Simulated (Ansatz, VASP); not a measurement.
## One calculation of GeP5, two programs

```xyz
6
Lattice="6.9070 0.0000 0.0000 -3.4535 5.9816 0.0000 0.0000 0.0000 3.0052" Properties=species:S:1:pos:R:3 pbc="T T T"
Ge    3.4535    1.9939    1.5026
P    -1.8792    5.0727    0.0000
P     0.0000    1.8179    0.0000
P     1.8792    5.0727    0.0000
P     0.0000    3.9878    0.0000
P     0.0000    0.0000    1.5026
```

Alike in both runs: functional PBE; k mesh 6 × 6 × 10; occupations gaussian, width 0.1 eV; no spin polarisation.

Ansatz relaxed the structure, and its values are those at the end. VASP's run is a single point on that final structure, the one shown.

|  | VASP | Ansatz |
| --- | --- | --- |
| version | VASP 6.6.1 | Ansatz 0.2.0 |
| potentials or method | VASP PAW PBE potentials, release 64 (Ge_d, P), cutoff 520 eV | scalar-relativistic, plane waves, PAW |
| valence electrons in the cell | 39 | 39 |

|  | VASP | Ansatz | Ansatz less VASP |
| --- | --- | --- | --- |
| gap on the k mesh at the Fermi level (eV) | none | none | - |
| pressure (GPa) | -0.1 | 0.0 | +0.18 |
| rms of the force components (eV/Å) | 0.003 | 0.003 | -0.0008 |

A gap of «none» marks a metal or a gap that the smearing closes.
